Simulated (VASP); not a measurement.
# Tl (P6_3/mmc) in VASP: further runs

Runs on Tl. Level: PBEsol. Tasks: single point.

All numbers are computed with VASP 6.6.1; they aren't measurements. Logs are shortened: lines on timing, memory, paths and dates and some standing lists are left out, and cuts for length are marked.

### 1 The cell of the first run

Symmetry: P6_3/mmc, No. 194, hexagonal system. The conventional cell has a = 3.459 Å, b = 3.459 Å, c = 5.518 Å, α = 90.00°, β = 90.00°, γ = 120.00°. Within 4.5 Å of Tl (site symmetry -6m2) lie 12 Tl at 3.41 to 3.46 Å.

### 2 Single point, PBEsol

INCAR reads:

```
SYSTEM = Tl
PREC = Accurate ; ENCUT = 520
EDIFF = 1E-7 ; ISMEAR = -1
SIGMA = 0.1 ; LREAL = .False.
LASPH = .True. ; NELM = 100
ALGO = Normal ; ISIF = 2
LWAVE = .False. ; LCHARG = .False.
GGA = PS ; NBANDS = 20
```

KPOINTS reads:

```
Automatic mesh
0
Gamma
  11 11 6
  0 0 0
```

POSCAR reads:

```
Tl
1.0
    3.4594693797      0.0000000000      0.0000000000
   -1.7297346899      2.9959883665      0.0000000000
    0.0000000000      0.0000000000      5.5177419322
Tl
2
Direct
    0.3333333333      0.6666666667      0.2500000000
    0.6666666667      0.3333333333      0.7500000000
```

Potentials or basis: VASP PAW PBE potentials, release 64 (Tl_d).

On the command line:

```console
$ cat potpaw_PBE.64/Tl_d/POTCAR > POTCAR
$ mpirun -np 1 vasp_std > vasp.out
```

OUTCAR:

```text
SYSTEM = Tl
   PREC = Accurate
   ENCUT = 520
   EDIFF = 1E-7
   ISMEAR = -1
   LREAL = .False.
   LASPH = .True.
   NELM = 100
   ISIF = 2
   GGA = PS

 ion  position               nearest neighbor table
   1  0.333  0.667  0.250-   2 3.41   2 3.41   2 3.41   2 3.41   2 3.41   2 3.41
   2  0.667  0.333  0.750-   1 3.41   1 3.41   1 3.41   1 3.41   1 3.41   1 3.41

  LATTYP: Found a hexagonal cell.
 ALAT       =     3.4594693797
 C/A-ratio  =     1.5949677036

  Lattice vectors:

 A1 = (   3.4594693797,   0.0000000000,   0.0000000000)
 A2 = (  -1.7297346899,   2.9959883665,   0.0000000000)
 A3 = (   0.0000000000,   0.0000000000,   5.5177419322)

Analysis of symmetry for initial positions (statically):
=====================================================================
 Subroutine PRICEL returns:
 Original cell was already a primitive cell.

 Routine SETGRP: Setting up the symmetry group for a
 hexagonal supercell.

 Subroutine GETGRP returns: Found 24 space group operations
 (whereof 12 operations were pure point group operations)
 out of a pool of 24 trial point group operations.

The static configuration has the point symmetry D_3d.
 The point group associated with its full space group is D_6h.

Analysis of symmetry for dynamics (positions and initial velocities):
=====================================================================
 Subroutine PRICEL returns:
 Original cell was already a primitive cell.

 Routine SETGRP: Setting up the symmetry group for a
 hexagonal supercell.

 Subroutine GETGRP returns: Found 24 space group operations
 (whereof 12 operations were pure point group operations)
 out of a pool of 24 trial point group operations.

The dynamic configuration has the point symmetry D_3d.
 The point group associated with its full space group is D_6h.

 Subroutine INISYM returns: Found 24 space group operations
 (whereof 12 operations are pure point group operations),
 and found     1 'primitive' translations

----------------------------------------------------------------------------------------

                                     Primitive cell

  volume of cell :      57.1888

  direct lattice vectors                    reciprocal lattice vectors
     3.459469380  0.000000000  0.000000000     0.289061671  0.166889834  0.000000000
    -1.729734690  2.995988367  0.000000000     0.000000000  0.333779667  0.000000000
     0.000000000  0.000000000  5.517741932     0.000000000  0.000000000  0.181233558

  length of vectors
     3.459469380  3.459469380  5.517741932     0.333779667  0.333779667  0.181233558

  position of ions in fractional coordinates (direct lattice)
     0.333333333  0.666666667  0.250000000
     0.666666667  0.333333333  0.750000000

  ion indices of the primitive-cell ions
   primitive index   ion index
                 1           1
                 2           2

----------------------------------------------------------------------------------------

 KPOINTS: Automatic mesh

Automatic generation of k-mesh.
 Grid dimensions read from file:
 generate k-points for:   11   11    6

 Generating k-lattice:

  Cartesian coordinates                     Fractional coordinates (reciprocal lattice)
     0.026278334  0.015171803  0.000000000     0.090909091 -0.000000000  0.000000000
     0.000000000  0.030343606  0.000000000     0.000000000  0.090909091  0.000000000
     0.000000000  0.000000000  0.030205593     0.000000000  0.000000000  0.166666667

  Length of vectors
     0.030343606  0.030343606  0.030205593

  Shift w.r.t. Gamma in fractional coordinates (k-lattice)
     0.000000000  0.000000000  0.000000000

 Subroutine IBZKPT returns following result:
 ===========================================

 Found     64 irreducible k-points:

 Following reciprocal coordinates:
            Coordinates               Weight
  0.000000  0.000000  0.000000      1.000000
  0.090909  0.000000  0.000000      6.000000
  0.181818  0.000000  0.000000      6.000000
  0.272727  0.000000  0.000000      6.000000
  0.363636  0.000000  0.000000      6.000000
  0.454545 -0.000000  0.000000      6.000000
[... 16 lines left out ...]
  0.090909  0.090909  0.166667     12.000000
  0.181818  0.090909  0.166667     24.000000
 [... further k-points ...]
   k-points           NKPTS =     64   k-points in BZ     NKDIM =     64   number of bands    NBANDS=     20
   number of dos      NEDOS =    301   number of ions     NIONS =      2
   total plane-waves  NPLWV =  32928
   dimension x,y,z NGX =    28 NGY =   28 NGZ =   42
   dimension x,y,z NGXF=    56 NGYF=   56 NGZF=   84
   ions per type =               2
   NGX,Y,Z   is equivalent  to a cutoff of  13.46, 13.46, 12.65 a.u.
   NGXF,Y,Z  is equivalent  to a cutoff of  26.91, 26.91, 25.31 a.u.
 SYSTEM =  Tl
   PREC   = accura    normal or accurate (medium, high low for compatibility)
   ISTART =      0    job   : 0-new  1-cont  2-samecut
   ICHARG =      2    charge: 1-file 2-atom 10-const
   ISPIN  =      1    spin polarized calculation?
   LNONCOLLINEAR =      F non collinear calculations
   LSORBIT =      F    spin-orbit coupling
   LASPH  =      T    aspherical Exc in radial PAW
   ENCUT  =  520.0 eV  38.22 Ry    6.18 a.u.   6.43  6.43 10.26*2*pi/ulx,y,z
   NELM   =    100;   NELMIN=  2; NELMDL= -5     # of ELM steps
   EDIFF  = 0.1E-06   stopping-criterion for ELM
   LREAL  =      F    real-space projection
   EDIFFG = 0.1E-05   stopping-criterion for IOM
   NSW    =      0    number of steps for IOM
   IBRION =     -1    ionic relax: 0-MD 1-quasi-New 2-CG
   NFREE  =      0    steps in history (QN), initial steepest desc. (CG)
   ISIF   =      2    stress and relaxation
   ISYM   =      2    0-nonsym 1-usesym 2-fastsym
   POTIM  = 0.5000    time-step for ionic-motion
   TEBEG  =    0.0;   TEEND  =   0.0 temperature during run
   PSTRESS=    0.0 pullay stress
   NELECT =      26.0000    total number of electrons
   NUPDOWN=      -1.0000    fix difference up-down
   EMIN   =  10.00;   EMAX   =-10.00  energy-range for DOS
   EFERMI =   0.00;   METHOD = LEGACY
   ISMEAR =    -1;   SIGMA  =   0.10  broadening in eV -4-tet -1-fermi 0-gaus
   EFERMI_NEDOS =   21; number of points for ismear=-14 and -15
   IALGO  =     38    algorithm
   IMIX   =      4    mixing-type and parameters
     AMIX     =   0.40;   BMIX     =  1.00
     AMIX_MAG =   1.60;   BMIX_MAG =  1.00
  volume/ion in A,a.u.               =      28.59       192.96
  Fermi-wavevector in a.u.,A,eV,Ry     =   1.258816  2.378817 21.560036  1.584618
  Thomas-Fermi vector in A             =   2.392407
   LORBIT       =      0    0 simple, 1 ext, 2 COOP (PROOUT), +10 PAW based schemes
   GGA     = PS    functional components
   LHFCALC =     F    Hartree Fock is set to
   AEXX    =    0.0000 exact exchange contribution
   IVDW    =     0    specifies the selected vdW correction
   LEPSILON=     F    determine dielectric tensor
   LRPA    =     F    only Hartree local field effects (RPA)
 non-spin polarized calculation
  energy-cutoff  :      520.00
  volume of cell :       57.19
 maximum number of plane-waves:      1566
 NGX is ok and might be reduce to    28
   NGX = 13   NGY = 13   NGZ = 21

 number of electron      26.0000002 magnetization

 Free energy of the ion-electron system (eV)
  ---------------------------------------------------
  ext. energy  EPLUGINS =         0.00000000
  ---------------------------------------------------
  free energy    TOTEN  =        -5.28395638 eV

  energy without entropy =       -5.25408464  energy(sigma->0) =       -5.26902051

 E-fermi :   6.3387     XC(G=0): -10.3669

 val. band max:        6.3369266961   @ k =   0.2727   0.1818   0.5000
 cond. band min:       6.3558866150   @ k =   0.3636   0.0000   0.0000
 fundamental gap:      0.0189599189
 Fermi energy:         6.3387308608

 k-point     1 :       0.0000    0.0000    0.0000
  band No.  band energies     occupation
      1      -5.3625      2.00000
      2      -5.1244      2.00000
      3      -5.1087      2.00000
      4      -5.1087      2.00000
      5      -5.0541      2.00000
      6      -5.0541      2.00000
[... 12 lines left out ...]
     19      17.1632      0.00000
     20      17.3502      0.00000

 k-point     2 :       0.0909    0.0000    0.0000
  band No.  band energies     occupation
      1      -5.3353      2.00000
      2      -5.1601      2.00000
      3      -5.0734      2.00000
      4      -5.0677      2.00000
      5      -5.0538      2.00000
      6      -5.0212      2.00000
[... 12 lines left out ...]
     19      17.2332      0.00000
     20      17.9063      0.00000

 k-point     3 :       0.1818    0.0000    0.0000
  band No.  band energies     occupation
      1      -5.3177      2.00000
      2      -5.1664      2.00000
      3      -5.0745      2.00000
      4      -5.0744      2.00000
      5      -5.0490      2.00000
      6      -4.9804      2.00000
[... 12 lines left out ...]
     19      16.6358      0.00000
     20      18.0670      0.00000

 k-point     4 :       0.2727    0.0000    0.0000
  band No.  band energies     occupation
      1      -5.3738      2.00000
      2      -5.1724      2.00000
      3      -5.1680      2.00000
      4      -5.0971      2.00000
      5      -5.0330      2.00000
      6      -4.8727      2.00000
[... 12 lines left out ...]
     19      15.8258      0.00000
     20      17.1500      0.00000

 k-point     5 :       0.3636    0.0000    0.0000
  band No.  band energies     occupation
      1      -5.4379      2.00000
      2      -5.2623      2.00000
      3      -5.2163      2.00000
      4      -5.1378      2.00000
      5      -4.9651      2.00000
      6      -4.9018      2.00000
[... 12 lines left out ...]
     19      15.0717      0.00000
     20      16.5123      0.00000
[... 353 lines left out ...]
      6      -4.9126      2.00000
[... 12 lines left out ...]
     19      14.8473      0.00000
     20      16.0721      0.00000

 k-point    22 :       0.4545   -0.0000    0.1667
  band No.  band energies     occupation
      1      -5.4549      2.00000
      2      -5.3735      2.00000
      3      -5.2151      2.00000
      4      -5.1272      2.00000
      5      -5.0362      2.00000
      6      -4.8763      2.00000
[... 12 lines left out ...]
     19      14.6353      0.00000
     20      15.8054      0.00000

 k-point    23 :       0.0909    0.0909    0.1667
  band No.  band energies     occupation
      1      -5.2850      2.00000
      2      -5.1843      2.00000
      3      -5.1146      2.00000
      4      -5.0731      2.00000
      5      -5.0601      2.00000
      6      -5.0008      2.00000
[... 12 lines left out ...]
     19      16.6439      0.00000
     20      17.4336      0.00000

 k-point    24 :       0.1818    0.0909    0.1667
  band No.  band energies     occupation
      1      -5.2976      2.00000
      2      -5.1953      2.00000
      3      -5.1450      2.00000
      4      -5.0806      2.00000
      5      -5.0560      2.00000
      6      -4.9284      2.00000
[... 12 lines left out ...]
     19      16.4715      0.00000
     20      17.3471      0.00000

 [... further k-points ...]

------------------------ aborting loop because EDIFF is reached ----------------------------------------

  FORCE on cell =-STRESS in cart. coord.  units (eV):
  Direction    XX          YY          ZZ          XY          YZ          ZX
  --------------------------------------------------------------------------------------
  -------------------------------------------------------------------------------------
  Total       -0.0185434     -0.0185434     -0.0335268      0.0000000     -0.0000000      0.0000000
  in kB       -0.5195035     -0.5195035     -0.9392737      0.0000000     -0.0000000      0.0000000
  external PRESSURE =      -0.6594269 kB  Pullay stress =       0.0000000 kB

 VOLUME and BASIS-vectors are now :
 -----------------------------------------------------------------------------
  energy-cutoff  :      520.00
  volume of cell :       57.19
      direct lattice vectors                 reciprocal lattice vectors
     3.459469380  0.000000000  0.000000000     0.289061671  0.166889834  0.000000000
    -1.729734690  2.995988367  0.000000000     0.000000000  0.333779667  0.000000000
     0.000000000  0.000000000  5.517741932     0.000000000  0.000000000  0.181233558

 POSITION                                       TOTAL-FORCE (eV/Angst)
 -----------------------------------------------------------------------------------
     -0.00000      1.99733      1.37944         0.000000     -0.000000      0.000000
      1.72973      0.99866      4.13831        -0.000000      0.000000      0.000000
 -----------------------------------------------------------------------------------
    total drift:                               -0.000000      0.000000     -0.000000

  FREE ENERGIE OF THE ION-ELECTRON SYSTEM (eV)
  ---------------------------------------------------
  free  energy   TOTEN  =        -5.2839563786 eV

  energy  without entropy=       -5.2540846385  energy(sigma->0) =       -5.26902051
```

Run time: 53 s. Hardware: 1 thread of Intel Xeon 8259CL, shared host; peak memory 0.21 GiB.

What came out:

```yaml
Free_energy: -5.2840 eV
Pressure: -0.1 GPa
Band_gap_on_the_k_mesh: zero (bands 13 and 14 overlap by 5.68 eV)
```

Levels at points of the mesh, in eV from the Fermi level:
| k point | band 9 | band 10 | band 11 | band 12 | band 13 | band 14 | band 15 | band 16 | band 17 | band 18 |
| --- | --- | --- | --- | --- | --- | --- | --- | --- | --- | --- |
| (0.00, 0.00, 0.00) | -10.99 | -10.99 | -10.02 | -5.05 | -2.82 | 7.98 | 7.98 | 10.07 | 10.07 | 10.29 |
| (0.00, 0.00, 0.50) | -11.10 | -11.10 | -8.58 | -8.58 | 3.42 | 3.42 | 8.97 | 8.97 | 8.97 | 8.97 |

Caveat: the PAW data sets were made with another functional, which shifts forces and pressure a little; spin-orbit coupling is left out, which moves the levels of the heavy elements.

(Continued in part 2 of 2.)
